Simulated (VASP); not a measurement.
Here is a VASP 6.6.1 calculation.

File INCAR:

```
PREC = Accurate ; ENCUT = 520
EDIFF = 1E-6 ; ISMEAR = -1
SIGMA = 0.02 ; LREAL = F
LASPH = T ; NELM = 60
ALGO = Normal ; ISIF = 2
LWAVE = F ; LCHARG = F
GGA = PS ; NBANDS = 36
```

File KPOINTS:

```
Automatic mesh
0
Gamma
  1 1 1
```

Contents of POSCAR:

```
HF
1.0
    5.4647890000      0.0000000000      0.0000000000
    0.0000000000      5.4647890000      0.0000000000
    0.0000000000      0.0000000000      5.4647890000
F H
6 6
Direct
    0.0376043796      0.0017749999      1.0501960826
    0.4897352853      0.7081883674      0.6312595052
    0.7591692927      0.2218017933      0.7971213527
    0.8159692899      0.9845576837      0.4234564226
    0.0983203560      0.4560651839      0.4576022972
    0.6699618229      0.4526798747      0.1975007635
   -0.0577515436      0.1163631386      0.9396154179
    0.6119357948      0.7379790876      0.5101569338
    0.8106991871      0.1776280841      0.6227138870
    0.9314723771      1.0002216005      0.2714285950
    0.2476399363      0.5422533240      0.4940904397
    0.7379241907      0.4854533267      0.0387755136
```

Potentials or basis: VASP PAW PBE potentials, release 64 (F, H).

Run with:

```console
$ cat potpaw_PBE.64/F/POTCAR potpaw_PBE.64/H/POTCAR > POTCAR
$ mpirun -np 1 vasp_gam > vasp.out
```

(1) Predict the pressure.

(2) Predict the largest force.

## Answers

(1) -1.4 GPa.

(2) 1.256 eV/Å.

Caveat: the k points lie up to 1.15 Å⁻¹ apart; the PAW data sets were made with another functional, which shifts forces and pressure a little.
